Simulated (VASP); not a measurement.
Crystal: Ru.

```
Ru
1.0
     0.00000    3.44231    3.44231
     3.44231    0.00000    3.44231
     3.44231    3.44231    0.00000
Ru
2
Cartesian
  0.0000 0.0000 0.0000
  1.7212 1.7212 1.7212
```

This isn't the form of Ru at room conditions, which is hcp.

```yaml
Program: VASP 6.6.1
Task: relaxation of cell and atoms
Functional: PBE
Potentials_or_basis: VASP PAW PBE potentials, release 64 (Ru_pv)
Cutoff: 500 eV
k_mesh: 6 × 6 × 6
Occupations: gaussian, width 0.1 eV
Spin: no spin polarisation
```

At the start: pressure -19.7 GPa; volume 40.79 Å³/atom.

How do energy, volume and symmetry change on relaxing?

Over 4 steps the energy falls by 2606.6 meV/atom and the volume is 20.33 Å³/atom (-50.1 %); space group Fd-3m (No. 227, to 0.1 Å) before and after.

The path:
| step | energy change (eV) | largest force (eV/Å) | pressure (GPa) | volume (Å³) |
| --- | --- | --- | --- | --- |
| 1 | 0.0000 | 0.0000 | -19.67 | 81.58 |
| 2 | -4.7989 | 0.0000 | 29.78 | 35.59 |
| 3 | -5.2082 | 0.0000 | -2.50 | 41.30 |
| 4 | -5.2133 | 0.0000 | -0.08 | 40.67 |

Final structure:
```
Ru
1.0
     0.00000    2.72948    2.72948
     2.72948    0.00000    2.72948
     2.72948    2.72948    0.00000
Ru
2
Direct
  0.00000 0.00000 0.00000
  0.25000 0.25000 0.25000
```

Caveat: the volume moved by over 15 % at a fixed basis, so the end points are rough.
